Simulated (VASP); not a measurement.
# Sn (I4_1/amd) in VASP: a series of runs

Sn is run at these levels: PBEsol, PBE; tasks: relaxation of cell and atoms, single point.

Everything below comes from runs of VASP 6.6.1. Logs are shortened: lines on timing, memory, paths and dates and some standing lists are left out, and cuts for length are marked.

### 1 The cell of the first run

Symmetry: I4_1/amd, No. 141, tetragonal system. Conventional cell: a = 5.880 Å, b = 5.880 Å, c = 3.199 Å, α = 90.00°, β = 90.00°, γ = 90.00°. Within 4.0 Å of Sn (site symmetry -4m2) lie 10 Sn at 3.05 to 3.79 Å.

### 2 Relaxation of cell and atoms, PBEsol, target pressure 30 GPa, at which the enthalpy is minimised

The input, INCAR:

```
PREC = Accurate ; ENCUT = 600
EDIFF = 1E-7 ; ISMEAR = -1
SIGMA = 0.05 ; LREAL = False
LASPH = True ; NELM = 80
ALGO = Normal ; ISIF = 3
LWAVE = False ; LCHARG = False
GGA = PS ; IBRION = 2
NSW = 60 ; EDIFFG = -0.01
PSTRESS = 300.0
```

The input, KPOINTS:

```
Automatic mesh
0
Gamma
  9 9 9
```

The input, POSCAR:

```
Sn
1.0
   -2.9401404553      2.9401404553      1.5993019889
    2.9401404553     -2.9401404553      1.5993019889
    2.9401404553      2.9401404553     -1.5993019889
Sn
2
Direct
    0.0000000000      0.0000000000      0.0000000000
    0.7500000000      0.2500000000      0.5000000000
```

Potentials or basis: VASP PAW PBE potentials, release 64 (Sn_d).

Started as:

```
$ cat potpaw_PBE.64/Sn_d/POTCAR > POTCAR
$ mpirun -np 1 vasp_std > vasp.out
```

OUTCAR:

```text
PREC = Accurate
   ENCUT = 600
   EDIFF = 1E-7
   ISMEAR = -1
   LREAL = False
   LASPH = True
   NELM = 80
   ISIF = 3
   GGA = PS
   IBRION = 2
   NSW = 60
   EDIFFG = -0.01
   PSTRESS = 300.0

 ion  position               nearest neighbor table
   1  0.000  0.000  0.000-   2 3.05   2 3.05   2 3.05   2 3.05
   2  0.750  0.250  0.500-   1 3.05   1 3.05   1 3.05   1 3.05

  LATTYP: Found a body centered tetragonal cell.
 ALAT       =     5.8802809106
 C/A-ratio  =     0.5439542815

  Lattice vectors:

 A1 = (  -2.9401404553,   2.9401404553,   1.5993019889)
 A2 = (   2.9401404553,  -2.9401404553,   1.5993019889)
 A3 = (   2.9401404553,   2.9401404553,  -1.5993019889)

Analysis of symmetry for initial positions (statically):
=====================================================================
 Subroutine PRICEL returns:
 Original cell was already a primitive cell.

 Routine SETGRP: Setting up the symmetry group for a
 body centered tetragonal supercell.

 Subroutine GETGRP returns: Found 16 space group operations
 (whereof  8 operations were pure point group operations)
 out of a pool of 16 trial point group operations.

The static configuration has the point symmetry D_2d.
 The point group associated with its full space group is D_4h.

Analysis of symmetry for dynamics (positions and initial velocities):
=====================================================================
 Subroutine PRICEL returns:
 Original cell was already a primitive cell.

 Routine SETGRP: Setting up the symmetry group for a
 body centered tetragonal supercell.

 Subroutine GETGRP returns: Found 16 space group operations
 (whereof  8 operations were pure point group operations)
 out of a pool of 16 trial point group operations.

The dynamic configuration has the point symmetry D_2d.
 The point group associated with its full space group is D_4h.

 Subroutine INISYM returns: Found 16 space group operations
 (whereof  8 operations are pure point group operations),
 and found     1 'primitive' translations

----------------------------------------------------------------------------------------

                                     Primitive cell

  volume of cell :      55.3002

  direct lattice vectors                    reciprocal lattice vectors
    -2.940140455  2.940140455  1.599301989     0.000000000  0.170059903  0.312636390
     2.940140455 -2.940140455  1.599301989     0.170059903  0.000000000  0.312636390
     2.940140455  2.940140455 -1.599301989     0.170059903  0.170059903  0.000000000

  length of vectors
     4.454954393  4.454954393  4.454954393     0.355895888  0.355895888  0.240501021

[... 72 lines left out ...]
   ISTART =      0    job   : 0-new  1-cont  2-samecut
   ICHARG =      2    charge: 1-file 2-atom 10-const
   ISPIN  =      1    spin polarized calculation?
   LNONCOLLINEAR =      F non collinear calculations
   LSORBIT =      F    spin-orbit coupling
   LASPH  =      T    aspherical Exc in radial PAW
   ENCUT  =  600.0 eV  44.10 Ry    6.64 a.u.   8.90  8.90  8.90*2*pi/ulx,y,z
   NELM   =     80;   NELMIN=  2; NELMDL= -5     # of ELM steps
   EDIFF  = 0.1E-06   stopping-criterion for ELM
   LREAL  =      F    real-space projection
   EDIFFG = -.1E-01   stopping-criterion for IOM
   NSW    =     60    number of steps for IOM
   IBRION =      2    ionic relax: 0-MD 1-quasi-New 2-CG
   NFREE  =      1    steps in history (QN), initial steepest desc. (CG)
   ISIF   =      3    stress and relaxation
   ISYM   =      2    0-nonsym 1-usesym 2-fastsym
   POTIM  = 0.5000    time-step for ionic-motion
   TEBEG  =    0.0;   TEEND  =   0.0 temperature during run
   PSTRESS=  300.0 pullay stress
   NELECT =      28.0000    total number of electrons
   NUPDOWN=      -1.0000    fix difference up-down
   EMIN   =  10.00;   EMAX   =-10.00  energy-range for DOS
   EFERMI =   0.00;   METHOD = LEGACY
   ISMEAR =    -1;   SIGMA  =   0.05  broadening in eV -4-tet -1-fermi 0-gaus
   EFERMI_NEDOS =   21; number of points for ismear=-14 and -15
   IALGO  =     38    algorithm
   IMIX   =      4    mixing-type and parameters
     AMIX     =   0.40;   BMIX     =  1.00
     AMIX_MAG =   1.60;   BMIX_MAG =  1.00
  volume/ion in A,a.u.               =      27.65       186.59
  Fermi-wavevector in a.u.,A,eV,Ry     =   1.304824  2.465760 23.164816  1.702566
  Thomas-Fermi vector in A             =   2.435734
   LORBIT       =      0    0 simple, 1 ext, 2 COOP (PROOUT), +10 PAW based schemes
   GGA     = PS    functional components
   LHFCALC =     F    Hartree Fock is set to
   AEXX    =    0.0000 exact exchange contribution
   IVDW    =     0    specifies the selected vdW correction
   LEPSILON=     F    determine dielectric tensor
   LRPA    =     F    only Hartree local field effects (RPA)
 conjugate gradient relaxation of ions
 non-spin polarized calculation
  energy-cutoff  :      600.00
  volume of cell :       55.30
 maximum number of plane-waves:      1880
   NGX = 17   NGY = 17   NGZ = 17

--------------------------------------- Ionic step        1  -------------------------------------------

 number of electron      27.9999990 magnetization

 Free energy of the ion-electron system (eV)
  ---------------------------------------------------
  ext. energy  EPLUGINS =         0.00000000
  ---------------------------------------------------
  free energy    TOTEN  =        -8.50988608 eV

  energy without entropy =       -8.50245407  energy(sigma->0) =       -8.50617008

 E-fermi :   7.5874     XC(G=0): -10.3637

 val. band max:        7.5835774065   @ k =  -0.2222  -0.2222   0.1111
 cond. band min:       7.5929390638   @ k =  -0.2222   0.4444   0.2222
 fundamental gap:      0.0093616573
 Fermi energy:         7.5874296655

 k-point     1 :       0.0000    0.0000    0.0000
  band No.  band energies     occupation
      1     -13.9368      2.00000
      2     -13.8589      2.00000
      3     -13.8154      2.00000
      4     -13.8062      2.00000
      5     -13.6622      2.00000
      6     -13.6622      2.00000
[... 604 lines left out ...]
  energy  without entropy=       -7.9492066871  energy(sigma->0) =       -7.95282760

  enthalpy is  TOTEN    =         0.1238007994 eV   P V=        8.0802493211

[... ionic steps 4 to 9 ...]

--------------------------------------- Ionic step       10  -------------------------------------------

 number of electron      27.9999994 magnetization

------------------------ aborting loop because EDIFF is reached ----------------------------------------
[... 71 lines left out ...]
--------------------------------------- Ionic step       12  -------------------------------------------

 number of electron      27.9999995 magnetization

 Free energy of the ion-electron system (eV)
  ---------------------------------------------------
  ext. energy  EPLUGINS =         0.00000000
  ---------------------------------------------------
  free energy    TOTEN  =        -7.58431382 eV

  energy without entropy =       -7.57755183  energy(sigma->0) =       -7.58093282

 E-fermi :  11.9525     XC(G=0): -11.8727

 val. band max:       11.9295072766   @ k =   0.3333   0.3333   0.0000
 cond. band min:      11.9616225915   @ k =   0.4444   0.4444  -0.0000
 fundamental gap:      0.0321153148
 Fermi energy:        11.9524877888

 k-point     1 :       0.0000    0.0000    0.0000
  band No.  band energies     occupation
      1     -10.3398      2.00000
      2     -10.1539      2.00000
      3     -10.1087      2.00000
      4     -10.0663      2.00000
      5      -9.6735      2.00000
      6      -9.6735      2.00000
[... 528 lines left out ...]
  energy  without entropy=       -7.5775518285  energy(sigma->0) =       -7.58093282

  enthalpy is  TOTEN    =         0.0518643244 eV   P V=        7.6361781425

 reached required accuracy - stopping structural energy minimisation
```

OSZICAR:

```text
N       E                     dE             d eps       ncg     rms          rms(c)
DAV:   1     0.207669083753E+03    0.20767E+03   -0.16194E+04  2702   0.262E+03
DAV:   2     0.101047359969E+02   -0.19756E+03   -0.19541E+03  2702   0.470E+02
DAV:   3    -0.798939344502E+01   -0.18094E+02   -0.17865E+02  3176   0.143E+02
DAV:   4    -0.853178177476E+01   -0.54239E+00   -0.54084E+00  3132   0.265E+01
[... 110 lines left out ...]
DAV:   3    -0.758432412078E+01    0.13663E-03   -0.38104E-04  3532   0.378E-01    0.811E-03
DAV:   4    -0.758431539077E+01    0.87300E-05   -0.16754E-05  3236   0.559E-02    0.247E-03
DAV:   5    -0.758431428823E+01    0.11025E-05   -0.54691E-07  3466   0.885E-03    0.113E-03
DAV:   6    -0.758431384873E+01    0.43950E-06   -0.73305E-08  1576   0.336E-03    0.279E-04
DAV:   7    -0.758431381803E+01    0.30705E-07   -0.17933E-08  1392   0.230E-03
  12 F= 0.51864324E-01 E0= 0.55245319E-01  d E =-.405347E-03
```

It took 13 min on 1 thread of Intel Xeon 8259CL, shared host; peak memory 0.26 GiB.

Results:

* Free energy: -7.5843 eV
* Relaxed volume: 20.39 Å³/atom
* Relaxed cell: a = 4.030 Å, b = 4.030 Å, c = 4.030 Å, α = 97.32°, β = 97.32°, γ = 138.17°
* Space group after relaxing (to 0.1 Å): I4_1/amd (No. 141)
* Energy change on relaxing (the run minimises the enthalpy): +462.8 meV/atom
* Ionic steps: 12
* Pressure after relaxing: 30.0 GPa
* Band gap on the k mesh: zero (bands 14 and 15 overlap by 5.92 eV)

Step by step:
| step | energy change (eV) | largest force (eV/Å) | pressure (GPa) | volume (Å³) |
| --- | --- | --- | --- | --- |
| 1 | 0.0000 | 0.0000 | -1.47 | 55.30 |
| 2 | 17.5504 | 0.0000 | 414.09 | 22.23 |
| 3 | 0.5534 | 0.0000 | 20.81 | 43.15 |
| 4 | 0.7140 | 0.0000 | 24.83 | 42.02 |
| 5 | 0.9386 | 0.0000 | 30.25 | 40.71 |
| 6 | 0.8899 | 0.0000 | 29.09 | 40.98 |
| 7 | 0.8922 | 0.0000 | 29.16 | 40.96 |
| 8 | 0.8938 | 0.0000 | 29.24 | 40.95 |
| 9 | 0.9079 | 0.0000 | 29.63 | 40.88 |
| 10 | 0.9177 | 0.0000 | 29.82 | 40.82 |
| 11 | 0.9374 | 0.0000 | 30.28 | 40.72 |
| 12 | 0.9256 | 0.0000 | 30.00 | 40.78 |

Final structure:
```
CELL_PARAMETERS angstrom
-2.66204 2.66204 1.43871
2.66204 -2.66204 1.43871
2.66204 2.66204 -1.43871
ATOMIC_POSITIONS crystal
Sn 0.00000 0.00000 0.00000
Sn 0.75000 0.25000 0.50000
```

Caveat: the cell is relaxed towards a set pressure, so the run minimises the enthalpy, not the energy; the volume moved by over 15 % at a fixed basis, so the end points are rough; the PAW data sets were made with another functional, which shifts forces and pressure a little; spin-orbit coupling is left out, which moves the levels of the heavy elements.

### 3 Single point, PBE

The input, INCAR:

```
SYSTEM = Sn
  PREC = Accurate
  ENCUT = 520
  EDIFF = 1E-7
  ISMEAR = 0
  SIGMA = 0.014
  LREAL = .FALSE.
  LASPH = .TRUE.
  NELM = 60
  ALGO = Normal
  ISIF = 2
  LWAVE = .FALSE.
  LCHARG = .FALSE.
  GGA = PE
  NBANDS = 21
```

The input, KPOINTS:

```
Automatic mesh
0
G
  9 9 9
  0 0 0
```

POSCAR is that of step 2.

Potentials or basis: VASP PAW PBE potentials, release 64 (Sn_d).

Started as:

```
$ cat potpaw_PBE.64/Sn_d/POTCAR > POTCAR
$ mpirun -np 1 vasp_std > vasp.out
```

OUTCAR:

```text
SYSTEM = Sn
   PREC = Accurate
   ENCUT = 520
   EDIFF = 1E-7
   ISMEAR = 0
   LREAL = .FALSE.
   LASPH = .TRUE.
   NELM = 60
   ISIF = 2
   GGA = PE

 ion  position               nearest neighbor table
   1  0.000  0.000  0.000-   2 3.05   2 3.05   2 3.05   2 3.05
   2  0.750  0.250  0.500-   1 3.05   1 3.05   1 3.05   1 3.05

  LATTYP: Found a body centered tetragonal cell.
 ALAT       =     5.8802809106
 C/A-ratio  =     0.5439542815

  Lattice vectors:

 A1 = (  -2.9401404553,   2.9401404553,   1.5993019889)
 A2 = (   2.9401404553,  -2.9401404553,   1.5993019889)
 A3 = (   2.9401404553,   2.9401404553,  -1.5993019889)

Analysis of symmetry for initial positions (statically):
=====================================================================
 Subroutine PRICEL returns:
 Original cell was already a primitive cell.

 Routine SETGRP: Setting up the symmetry group for a
 body centered tetragonal supercell.

 Subroutine GETGRP returns: Found 16 space group operations
 (whereof  8 operations were pure point group operations)
 out of a pool of 16 trial point group operations.
[... 162 lines left out ...]
  free energy    TOTEN  =        -7.59702757 eV

  energy without entropy =       -7.59683588  energy(sigma->0) =       -7.59693173

 E-fermi :   7.7525     XC(G=0): -10.2171

 val. band max:        7.7390932980   @ k =   0.4444   0.3333   0.0000
 cond. band min:       7.7580811307   @ k =  -0.2222  -0.2222   0.1111
 fundamental gap:      0.0189878328
 Fermi energy:         7.7524863633

 k-point     1 :       0.0000    0.0000    0.0000
  band No.  band energies     occupation
      1     -13.8834      2.00000
      2     -13.8068      2.00000
      3     -13.7631      2.00000
      4     -13.7543      2.00000
      5     -13.6124      2.00000
      6     -13.6124      2.00000
[... 565 lines left out ...]
     20      18.4366      0.00000
     21      18.9036      0.00000

 [... further k-points ...]

------------------------ aborting loop because EDIFF is reached ----------------------------------------

  FORCE on cell =-STRESS in cart. coord.  units (eV):
  Direction    XX          YY          ZZ          XY          YZ          ZX
  --------------------------------------------------------------------------------------
  -------------------------------------------------------------------------------------
  Total        0.5105571      0.5105571      0.3767256      0.0000000      0.0000000      0.0000000
  in kB       14.7920472     14.7920472     10.9146309      0.0000000      0.0000000      0.0000000
  external PRESSURE =      13.4995751 kB  Pullay stress =       0.0000000 kB

 VOLUME and BASIS-vectors are now :
 -----------------------------------------------------------------------------
  energy-cutoff  :      520.00
  volume of cell :       55.30
      direct lattice vectors                 reciprocal lattice vectors
    -2.940140455  2.940140455  1.599301989     0.000000000  0.170059903  0.312636390
     2.940140455 -2.940140455  1.599301989     0.170059903  0.000000000  0.312636390
     2.940140455  2.940140455 -1.599301989     0.170059903  0.170059903  0.000000000

 POSITION                                       TOTAL-FORCE (eV/Angst)
 -----------------------------------------------------------------------------------
      0.00000      0.00000      0.00000         0.000000      0.000000     -0.000000
      0.00000      2.94014      0.79965        -0.000000     -0.000000      0.000000
 -----------------------------------------------------------------------------------
    total drift:                               -0.000000      0.000000     -0.000000

  FREE ENERGIE OF THE ION-ELECTRON SYSTEM (eV)
  ---------------------------------------------------
  free  energy   TOTEN  =        -7.5970275715 eV

  energy  without entropy=       -7.5968358812  energy(sigma->0) =       -7.59693173
```

It took 65 s on 1 thread of Intel Xeon Platinum 8488C (Sapphire Rapids), shared host; peak memory 0.24 GiB.

What came out:

```
Free energy            : -7.5970 eV
Pressure               : 1.3 GPa
Band gap on the k mesh : zero (bands 14 and 15 overlap by 3.97 eV)
```

Stress tensor (GPa, compression positive):
```
1.48 0.00 0.00
0.00 1.48 0.00
0.00 0.00 1.09
```

Caveat: spin-orbit coupling is left out, which moves the levels of the heavy elements.

The gap in the log of VASP goes by the Fermi energy; the results here count the filled bands.